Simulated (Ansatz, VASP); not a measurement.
**Gd: VASP beside Ansatz**

```xyz
2
Lattice="3.6290 0.0000 0.0000 -1.8145 3.1428 0.0000 0.0000 0.0000 5.7960" Properties=species:S:1:pos:R:3 pbc="T T T"
Gd    0.0000    2.0952    1.4490
Gd    1.8145    1.0476    4.3470
```

Change from the starting cell: parallel moments scaled by 0.1, free total moment.

Alike in both runs: task single point; functional PBE; k mesh 9 × 9 × 5; occupations fermi-dirac, width 0.1 eV; collinear spin; Hubbard terms Gd f U = 6.4 eV.

```csv
,VASP,Ansatz
version,VASP 6.6.1,Ansatz 0.2.0
potentials or method,"VASP PAW PBE potentials, release 64 (Gd), cutoff 520 eV","PAW, plane waves, scalar-relativistic"
valence electrons in the cell,36,36
```

|  | VASP | Ansatz | Ansatz less VASP |
| --- | --- | --- | --- |
| pressure (GPa) | 1.1 | 0.9 | -0.19 |
| traceless stress, the component that is largest in VASP (GPa) | 0.14 | 0.16 | +0.025 |
| net moment per atom (μB) | 7.76 | 7.77 | +0.010 |
| size of the moment on the site where the two differ most (μB) | 7.10 | 7.47 | +0.370 |

Site moments also hang on the region over which each program counts them. The programs project onto different local orbitals, so the same U acts differently, and such runs can settle in different states. Ansatz's warnings: filled band counts differ across k points.

Neither program's run includes spin-orbit coupling.
